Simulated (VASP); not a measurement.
## KI: single point with PBE+D3(BJ)

Crystal: KI.

```
I K
1.0
     4.33326    0.00000    0.00000
     0.00000    4.33326    0.00000
     0.00000    0.00000    4.33326
I K
1 1
Direct
  0.00000 0.00000 0.00000
  0.50000 0.50000 0.50000
```

| Item | Value |
| --- | --- |
| Program | VASP 6.6.1 |
| Task | single point |
| Functional | PBE |
| Dispersion | D3(BJ) |
| Potentials or basis | VASP PAW PBE potentials, release 64 (I, K_sv) |
| Cutoff | 500 eV |
| k mesh | 4 × 4 × 4 |
| Occupations | fermi-dirac, width 0.1 eV |
| Spin | no spin polarisation |
| Dipole correction | no |
| Further INCAR settings | ALGO = Normal; EDIFF = 1e-06; NBANDS = 15 |

- Pressure: -0.8 GPa
- Band gap on the k mesh: 3.25 eV, indirect (least direct gap 3.60 eV)
- Dispersion energy per atom: -0.252 eV

Levels at points of the mesh, in eV from the valence-band top:
| k point | band 6 | band 7 | band 8 | band 9 | band 10 | band 11 |
| --- | --- | --- | --- | --- | --- | --- |
| (0.00, 0.00, 0.00) | -0.35 | -0.35 | -0.35 | 3.25 | 4.82 | 4.82 |
| (0.50, 0.00, 0.00) | -2.19 | -0.27 | -0.27 | 5.41 | 6.20 | 6.90 |
| (0.50, 0.50, 0.00) | -1.64 | -1.64 | 0.00 | 3.94 | 5.68 | 6.80 |
| (0.50, 0.50, 0.50) | -1.57 | -1.57 | -1.57 | 5.61 | 5.61 | 5.61 |

It took 5.4 s on 1 thread of Intel(R) Xeon(R) 6975P-C (Granite Rapids) (shared host), peak memory 0.18 GiB.

Caveat: three body term missing; spin-orbit coupling is left out, which moves the levels of the heavy elements. A k mesh can miss the band edges.
